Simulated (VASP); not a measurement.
Here is a VASP 6.6.1 calculation.

INCAR

```
SYSTEM = Ca2MgAs2
PREC = Accurate
ENCUT = 600
EDIFF = 1E-6
ISMEAR = 0
SIGMA = 0.1
LREAL = .False.
LASPH = .True.
NELM = 100
ALGO = Normal
ISIF = 3
LWAVE = .False.
LCHARG = .False.
GGA = PE
IBRION = 2
NSW = 90
EDIFFG = -0.04
```

Contents of KPOINTS:

```
regular mesh
0
Gamma
  4 4 2
  0 0 0
```

POSCAR

```
Ca2MgAs2
1.0
    4.1429255000      0.0000000000      0.0000000000
    0.0000000000      4.1429255000      0.0000000000
    0.0000000000      0.0000000000      7.6308346500
Ca Mg As
2 1 2
Direct
    0.0000000000      0.0000000000      0.8606994900
    0.0000000000      0.0000000000      0.1393005100
    0.0000000000      0.0000000000      0.5000000000
    0.5000000000      0.5000000000      0.2313094000
    0.5000000000      0.5000000000      0.7686906000
```

Potentials or basis: VASP PAW PBE potentials, release 64 (Ca_sv, Mg, As).

The run is started by

```sh
$ cat potpaw_PBE.64/Ca_sv/POTCAR potpaw_PBE.64/Mg/POTCAR potpaw_PBE.64/As/POTCAR > POTCAR
$ mpirun -np 1 vasp_std > vasp.out
```

**Question.** What does it give for the band gap on the k mesh?

**Answer.** Zero (band 16 reaches 4.56 eV, above the bottom of band 17 at 3.08 eV).

**Question.** Predict the relaxed cell.

**Answer.** a = 3.379 Å, b = 3.379 Å, c = 11.112 Å, α = 90.00°, β = 90.00°, γ = 90.00°.

**Question.** Estimate the relaxed volume.

**Answer.** 25.37 Å³/atom.

**Question.** Estimate the space group after relaxing (to 0.05 Å).

**Answer.** P4/mmm (No. 123).

Step by step:
| step | energy change (eV) | largest force (eV/Å) | pressure (GPa) | volume (Å³) |
| --- | --- | --- | --- | --- |
| 1 | 0.0000 | 6.7379 | 3.37 | 130.97 |
| 3 | -3.0008 | 0.6790 | 3.59 | 139.95 |
| 5 | -3.3074 | 0.3238 | 0.17 | 159.19 |
| 7 | -3.3591 | 0.3031 | -0.29 | 163.69 |
| 9 | -3.3900 | 0.3425 | -0.12 | 163.93 |
| 11 | -3.5195 | 0.3472 | -1.96 | 167.14 |
| 13 | -3.5625 | 0.7343 | -4.41 | 171.39 |
| 15 | -3.5782 | 0.7204 | -4.54 | 171.17 |
| 17 | -3.6559 | 0.6721 | -5.05 | 170.31 |
| 19 | -3.8082 | 0.8539 | -6.15 | 166.79 |
| 21 | -3.9273 | 0.7812 | -5.89 | 164.88 |
| 23 | -4.0543 | 1.1757 | -1.14 | 140.41 |
| 25 | -4.3099 | 0.7125 | -3.85 | 148.86 |
| 27 | -4.6575 | 0.1820 | 0.57 | 132.80 |
| 29 | -4.6685 | 0.0202 | -0.27 | 134.91 |
| 31 | -4.6894 | 0.0995 | 0.13 | 133.54 |
| 33 | -4.6443 | 0.5765 | 2.10 | 126.69 |
| 35 | -4.7182 | 0.3367 | 0.53 | 131.34 |
| 37 | -4.7095 | 0.1446 | -0.96 | 134.28 |
| 39 | -4.7358 | 0.2409 | -0.23 | 132.57 |
| 41 | -4.7631 | 0.2107 | -0.49 | 130.62 |
| 43 | -4.7656 | 0.2736 | -0.53 | 129.84 |
| 45 | -4.7764 | 0.1825 | 0.40 | 126.30 |
| 47 | -4.7837 | 0.0157 | 0.07 | 126.87 |

Caveat: the k points lie up to 0.46 Å⁻¹ apart in the final cell.
